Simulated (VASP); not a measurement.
## BiPt: single point with LDA

Crystal: BiPt.

```
Bi Pt
1.0
     4.40130    0.00000    0.00000
    -2.20065    3.81164    0.00000
     0.00000    0.00000    5.49000
Bi Pt
2 2
Cartesian
  0.0000 2.5411 1.3725
  2.2007 1.2705 4.1175
  0.0000 0.0000 0.0000
  0.0000 0.0000 2.7450
```

This cell differs from its parent crystal: equal xx and yy strain of +2 %.

```json
{
  "Program": "VASP 6.6.1",
  "Task": "single point",
  "Functional": "LDA",
  "Potentials or basis": "VASP PAW LDA potentials, release 64 (Bi_d, Pt)",
  "Cutoff": "520 eV",
  "k mesh": "9 × 9 × 6",
  "Occupations": "fermi-dirac, width 0.05 eV",
  "Spin": "no spin polarisation",
  "Dipole correction": "no",
  "Further INCAR settings": "ALGO = Normal; EDIFF = 1e-06; NBANDS = 33"
}
```

| Item | Value |
| --- | --- |
| Pressure | -4.4 GPa |
| Band gap on the k mesh | zero (bands 25 and 26 overlap by 3.77 eV) |

Stress tensor (GPa, compression positive):
```
-4.61  0.00  0.00
 0.00 -4.61  0.00
 0.00  0.00 -4.12
```

Levels at points of the mesh, in eV from the Fermi level:
```csv
k point,band 22,band 23,band 24,band 25,band 26,band 27,band 28,band 29
"(0.00, 0.00, 0.00)",-1.51,0.24,0.24,1.15,1.58,2.28,2.81,3.30
"(0.00, 0.00, 0.50)",-2.96,-1.69,-1.69,2.35,2.35,2.35,2.35,4.53
```

Run time: 3.4 min on 1 thread of Oxide Virtual Turin-like Processor, with other jobs on the host, peak memory 0.23 GiB.

Caveat: the cell differs from its parent crystal (equal xx and yy strain of +2 %); the cell stands under tension; spin-orbit coupling is left out, which moves the levels of the heavy elements.
